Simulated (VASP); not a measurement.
# C in VASP: relaxation of volume and atoms at fixed shape with LDA

Aim: the relaxation of volume and atoms at fixed shape of C with LDA.

All numbers are computed with VASP 6.6.1; they aren't measurements. Logs are shortened: lines on timing, memory, paths and dates and some standing lists are left out, and cuts for length are marked.

### Step 1. The cell of the first run

The cell holds a repeated cell, 64 atoms: a = 7.070 Å, b = 7.070 Å, c = 7.070 Å, α = 90.00°, β = 90.00°, γ = 90.00°.

### Step 2. Relaxation of volume and atoms at fixed shape, LDA

INCAR

```
SYSTEM = C
ALGO = Normal ; EDIFF = 1E-6
EDIFFG = -0.015 ; ENCUT = 600
IBRION = 2 ; ISIF = 8
ISMEAR = 0 ; LASPH = .True.
LCHARG = .False. ; LREAL = Auto
LUSENCCL = .False. ; LWAVE = .False.
NELM = 60 ; NSW = 80
PREC = Accurate ; SIGMA = 0.1
```

KPOINTS

```
k-points
0
Gamma
  4 4 4
  0 0 0
```

POSCAR

```
C
1.0
    7.0700000000      0.0000000000      0.0000000000
    0.0000000000      7.0700000000      0.0000000000
    0.0000000000      0.0000000000      7.0700000000
C
64
Direct
    0.0000000000      0.0000000000      0.0000000000
    0.0000000000      0.2500000000      0.2500000000
    0.2500000000      0.0000000000      0.2500000000
    0.2500000000      0.2500000000      0.0000000000
    0.1250000000      0.1250000000      0.1250000000
    0.1250000000      0.3750000000      0.3750000000
    0.3750000000      0.1250000000      0.3750000000
    0.3750000000      0.3750000000      0.1250000000
    0.0000000000      0.0000000000      0.5000000000
    0.0000000000      0.2500000000      0.7500000000
    0.2500000000      0.0000000000      0.7500000000
    0.2500000000      0.2500000000      0.5000000000
    0.1250000000      0.1250000000      0.6250000000
    0.1250000000      0.3750000000      0.8750000000
    0.3750000000      0.1250000000      0.8750000000
    0.3750000000      0.3750000000      0.6250000000
    0.0000000000      0.5000000000      0.0000000000
    0.0000000000      0.7500000000      0.2500000000
    0.2500000000      0.5000000000      0.2500000000
    0.2500000000      0.7500000000      0.0000000000
    0.1250000000      0.6250000000      0.1250000000
    0.1250000000      0.8750000000      0.3750000000
    0.3750000000      0.6250000000      0.3750000000
    0.3750000000      0.8750000000      0.1250000000
    0.0000000000      0.5000000000      0.5000000000
    0.0000000000      0.7500000000      0.7500000000
    0.2500000000      0.5000000000      0.7500000000
    0.2500000000      0.7500000000      0.5000000000
    0.1250000000      0.6250000000      0.6250000000
    0.1250000000      0.8750000000      0.8750000000
    0.3750000000      0.6250000000      0.8750000000
    0.3750000000      0.8750000000      0.6250000000
    0.5000000000      0.0000000000      0.0000000000
    0.5000000000      0.2500000000      0.2500000000
    0.7500000000      0.0000000000      0.2500000000
    0.7500000000      0.2500000000      0.0000000000
    0.6250000000      0.1250000000      0.1250000000
    0.6250000000      0.3750000000      0.3750000000
    0.8750000000      0.1250000000      0.3750000000
    0.8750000000      0.3750000000      0.1250000000
    0.5000000000      0.0000000000      0.5000000000
    0.5000000000      0.2500000000      0.7500000000
    0.7500000000      0.0000000000      0.7500000000
    0.7500000000      0.2500000000      0.5000000000
    0.6250000000      0.1250000000      0.6250000000
    0.6250000000      0.3750000000      0.8750000000
    0.8750000000      0.1250000000      0.8750000000
    0.8750000000      0.3750000000      0.6250000000
    0.5000000000      0.5000000000      0.0000000000
    0.5000000000      0.7500000000      0.2500000000
    0.7500000000      0.5000000000      0.2500000000
    0.7500000000      0.7500000000      0.0000000000
    0.6250000000      0.6250000000      0.1250000000
    0.6250000000      0.8750000000      0.3750000000
    0.8750000000      0.6250000000      0.3750000000
    0.8750000000      0.8750000000      0.1250000000
    0.5000000000      0.5000000000      0.5000000000
    0.5000000000      0.7500000000      0.7500000000
    0.7500000000      0.5000000000      0.7500000000
    0.7500000000      0.7500000000      0.5000000000
    0.6250000000      0.6250000000      0.6250000000
    0.6250000000      0.8750000000      0.8750000000
    0.8750000000      0.6250000000      0.8750000000
    0.8750000000      0.8750000000      0.6250000000
```

Potentials or basis: VASP PAW LDA potentials, release 64 (C).

Run with:

```
cat potpaw_LDA.64/C/POTCAR > POTCAR
mpirun -np 1 vasp_std > vasp.out
```

OUTCAR:

```text
SYSTEM = C
   EDIFF = 1E-6
   EDIFFG = -0.015
   ENCUT = 600
   IBRION = 2
   ISIF = 8
   ISMEAR = 0
   LASPH = .True.
   LREAL = Auto
   NELM = 60
   NSW = 80
   PREC = Accurate

 ion  position               nearest neighbor table
   1  0.000  0.000  0.000-   5 1.53  30 1.53  47 1.53  56 1.53
   2  0.000  0.250  0.250-   5 1.53   6 1.53  39 1.53  40 1.53
   3  0.250  0.000  0.250-   5 1.53   7 1.53  22 1.53  24 1.53
   4  0.250  0.250  0.000-   5 1.53   8 1.53  14 1.53  15 1.53
   5  0.125  0.125  0.125-   1 1.53   2 1.53   3 1.53   4 1.53
   6  0.125  0.375  0.375-   2 1.53  12 1.53  19 1.53  25 1.53
[... 56 lines left out ...]
  63  0.875  0.625  0.875-  17 1.53  26 1.53  52 1.53  59 1.53
  64  0.875  0.875  0.625-   9 1.53  26 1.53  43 1.53  60 1.53

  LATTYP: Found a simple cubic cell.
 ALAT       =     7.0700000000

  Lattice vectors:

 A1 = (   7.0700000000,   0.0000000000,   0.0000000000)
 A2 = (   0.0000000000,   7.0700000000,   0.0000000000)
 A3 = (   0.0000000000,   0.0000000000,   7.0700000000)

Analysis of symmetry for initial positions (statically):
=====================================================================
 Subroutine PRICEL returns following result:

  LATTYP: Found a face centered cubic cell.
 ALAT       =     3.5350000000

  Lattice vectors:

 A1 = (   1.7675000000,  -1.7675000000,   0.0000000000)
 A2 = (   1.7675000000,   0.0000000000,   1.7675000000)
 A3 = (   0.0000000000,  -1.7675000000,   1.7675000000)

  32 primitive cells build up your supercell.

 Routine SETGRP: Setting up the symmetry group for a
 simple cubic supercell.

 Subroutine GETGRP returns: Found 48 space group operations
 (whereof 24 operations were pure point group operations)
 out of a pool of 48 trial point group operations.

The static configuration has the point symmetry T_d .
 The point group associated with its full space group is O_h .

Analysis of symmetry for dynamics (positions and initial velocities):
=====================================================================
 Subroutine PRICEL returns following result:

  LATTYP: Found a face centered cubic cell.
 ALAT       =     3.5350000000

  Lattice vectors:

 A1 = (   1.7675000000,  -1.7675000000,   0.0000000000)
 A2 = (   1.7675000000,   0.0000000000,   1.7675000000)
[... 99 lines left out ...]
   EDIFFG = -.1E-01   stopping-criterion for IOM
   NSW    =     80    number of steps for IOM
   IBRION =      2    ionic relax: 0-MD 1-quasi-New 2-CG
   NFREE  =      1    steps in history (QN), initial steepest desc. (CG)
   ISIF   =      8    stress and relaxation
   ISYM   =      2    0-nonsym 1-usesym 2-fastsym
   POTIM  = 0.5000    time-step for ionic-motion
   TEBEG  =    0.0;   TEEND  =   0.0 temperature during run
   PSTRESS=    0.0 pullay stress
   NELECT =     256.0000    total number of electrons
   NUPDOWN=      -1.0000    fix difference up-down
   EMIN   =  10.00;   EMAX   =-10.00  energy-range for DOS
   EFERMI =   0.00;   METHOD = LEGACY
   ISMEAR =     0;   SIGMA  =   0.10  broadening in eV -4-tet -1-fermi 0-gaus
   EFERMI_NEDOS =   21; number of points for ismear=-14 and -15
   IALGO  =     38    algorithm
   IMIX   =      4    mixing-type and parameters
     AMIX     =   0.40;   BMIX     =  1.00
     AMIX_MAG =   1.60;   BMIX_MAG =  1.00
  volume/ion in A,a.u.               =       5.52        37.26
  Fermi-wavevector in a.u.,A,eV,Ry     =   1.470287  2.778439 29.412305  2.161743
  Thomas-Fermi vector in A             =   2.585562
   LORBIT       =      0    0 simple, 1 ext, 2 COOP (PROOUT), +10 PAW based schemes
   GGA     = CA    functional components
   LHFCALC =     F    Hartree Fock is set to
   AEXX    =    0.0000 exact exchange contribution
   IVDW    =     0    specifies the selected vdW correction
   LEPSILON=     F    determine dielectric tensor
   LRPA    =     F    only Hartree local field effects (RPA)
 conjugate gradient relaxation of ions
 non-spin polarized calculation
 Gauss-broadening in eV      SIGMA  =   0.10
  energy-cutoff  :      600.00
  volume of cell :      353.39
 maximum number of plane-waves:     11826
   NGX = 29   NGY = 29   NGZ = 29

 number of electron     256.0000025 magnetization

 Free energy of the ion-electron system (eV)
  ---------------------------------------------------
  ext. energy  EPLUGINS =         0.00000000
  ---------------------------------------------------
  free energy    TOTEN  =      -648.08866955 eV

  energy without entropy =     -648.08866955  energy(sigma->0) =     -648.08866955

 E-fermi :  10.5553     XC(G=0): -13.6298

 val. band max:       10.1181568381   @ k =   0.0000   0.0000   0.0000
 cond. band min:      14.2826094031   @ k =   0.5000   0.0000   0.0000
 fundamental gap:      4.1644525650
 Fermi energy:        10.5553356150

 k-point     1 :       0.0000    0.0000    0.0000
  band No.  band energies     occupation
      1     -11.5603      2.00000
      2      -9.2353      2.00000
      3      -9.2353      2.00000
      4      -9.2353      2.00000
      5      -9.2353      2.00000
      6      -9.2353      2.00000
[... 1419 lines left out ...]
    139      16.2241      0.00000
    140      16.2241      0.00000
 [bands above 140 left out]

------------------------ aborting loop because EDIFF is reached ----------------------------------------

  FORCE on cell =-STRESS in cart. coord.  units (eV):
  Direction    XX          YY          ZZ          XY          YZ          ZX
  --------------------------------------------------------------------------------------
  -------------------------------------------------------------------------------------
  Total       -0.8967313     -0.8967313     -0.8967313      0.0000000     -0.0000000     -0.0000000
  in kB       -4.0655065     -4.0655065     -4.0655065      0.0000000     -0.0000000     -0.0000000
  external PRESSURE =      -4.0655065 kB  Pullay stress =       0.0000000 kB

 VOLUME and BASIS-vectors are now :
 -----------------------------------------------------------------------------
  energy-cutoff  :      600.00
  volume of cell :      353.39
      direct lattice vectors                 reciprocal lattice vectors
     7.070000000  0.000000000  0.000000000     0.141442716  0.000000000  0.000000000
     0.000000000  7.070000000  0.000000000     0.000000000  0.141442716  0.000000000
     0.000000000  0.000000000  7.070000000     0.000000000  0.000000000  0.141442716

 POSITION                                       TOTAL-FORCE (eV/Angst)
 -----------------------------------------------------------------------------------
      0.00000      0.00000      0.00000        -0.000000     -0.000000      0.000000
      0.00000      1.76750      1.76750        -0.000000     -0.000000     -0.000000
      1.76750      0.00000      1.76750        -0.000000     -0.000000      0.000000
      1.76750      1.76750      0.00000        -0.000000     -0.000000     -0.000000
      0.88375      0.88375      0.88375        -0.000000      0.000000      0.000000
      0.88375      2.65125      2.65125         0.000000      0.000000      0.000000
[... 56 lines left out ...]
      6.18625      4.41875      6.18625         0.000000      0.000000     -0.000000
      6.18625      6.18625      4.41875         0.000000      0.000000     -0.000000
 -----------------------------------------------------------------------------------
    total drift:                                0.000000     -0.000000      0.000000

  FREE ENERGIE OF THE ION-ELECTRON SYSTEM (eV)
  ---------------------------------------------------
  free  energy   TOTEN  =      -648.0886695495 eV

  energy  without entropy=     -648.0886695495  energy(sigma->0) =     -648.08866955

 reached required accuracy - stopping structural energy minimisation
```

It took 4.4 min on 1 × NVIDIA H100 80GB with 1 thread of Intel Xeon Platinum 8481C at 2.70GHz (Sapphire Rapids), shared host; peak memory 1.6 GiB.

Results:

```
Free energy             : -648.0887 eV
Pressure after relaxing : -0.4 GPa
Band gap on the k mesh  : 4.16 eV
```
